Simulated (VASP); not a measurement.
Set up this calculation in VASP 6.6.1, as the native input.

* Task: single point
* Functional: PBE
* Potentials or basis: VASP PAW PBE potentials, release 64 (Si, O)
* Cutoff: 520 eV
* k mesh: 10 × 10 × 10
* Occupations: gaussian, width 0.02 eV
* Spin: no spin polarisation
* Dipole correction: no
* Further INCAR settings: ALGO = Normal; EDIFF = 1e-06; NBANDS = 15

The structure of SiO2 lies in POSCAR:

```
SiO2
1.0
    0.0000000000      2.2901153498      2.2901153498
    2.2901153498      0.0000000000      2.2901153498
    2.2901153498      2.2901153498      0.0000000000
Si O
1 2
Direct
    0.0000000000      0.0000000000      0.0000000000
    0.2500000000      0.2500000000      0.2500000000
    0.7500000000      0.7500000000      0.7500000000
```

One way to write it, as run:

INCAR

```
PREC = Accurate ; ENCUT = 520
EDIFF = 1E-6 ; ISMEAR = 0
SIGMA = 0.02 ; LREAL = False
LASPH = True ; NELM = 100
ALGO = Normal ; ISIF = 2
LWAVE = False ; LCHARG = False
GGA = PE ; NBANDS = 15
```

KPOINTS

```
Automatic mesh
0
Gamma
  10 10 10
```

Potentials or basis: VASP PAW PBE potentials, release 64 (Si, O).

The run is started by

```bash
$ cat potpaw_PBE.64/Si/POTCAR potpaw_PBE.64/O/POTCAR > POTCAR
$ mpirun -np 1 vasp_std > vasp.out
```

It gave:

```
Pressure               : 0.5 GPa
Band gap on the k mesh : 1.76 eV, indirect (least direct gap 2.01 eV)
```

It took 11 s on 1 thread of Intel(R) Xeon(R) Platinum 8259CL CPU @ 2.50GHz (Skylake/Cascade Lake), with other jobs on the host, peak memory 0.14 GiB.
